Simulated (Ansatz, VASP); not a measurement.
## Two plane-wave programs on Sc

```
CELL_PARAMETERS angstrom
3.22958 0.00000 0.00000
-1.61479 2.79690 0.00000
0.00000 0.00000 4.98623
ATOMIC_POSITIONS crystal
Sc 0.33333 0.66667 0.25000
Sc 0.66667 0.33333 0.75000
```

Alike in both runs: functional LDA; k mesh 12 × 12 × 8; occupations gaussian, width 0.1 eV; no spin polarisation.

Ansatz relaxed the structure, and its values are those at the end. VASP's run is a single point on that final structure, the one shown.

```csv
,VASP,Ansatz
version,VASP 6.6.1,Ansatz 0.2.0
potentials or method,"VASP PAW LDA potentials, release 64 (Sc_sv), cutoff 520 eV","scalar-relativistic, plane waves, PAW"
valence electrons in the cell,22,22
```

|  | VASP | Ansatz | Ansatz less VASP |
| --- | --- | --- | --- |
| gap on the k mesh at the Fermi level (eV) | none | none | - |
| pressure (GPa) | 0.1 | 0.0 | -0.11 |

Ansatz warns that its potentials were made for another functional, while VASP's fit it. LDA's correlation is that of Perdew and Zunger in VASP and of Perdew and Wang (1992) in Ansatz. A gap of «none» marks a metal or a gap that the smearing closes.
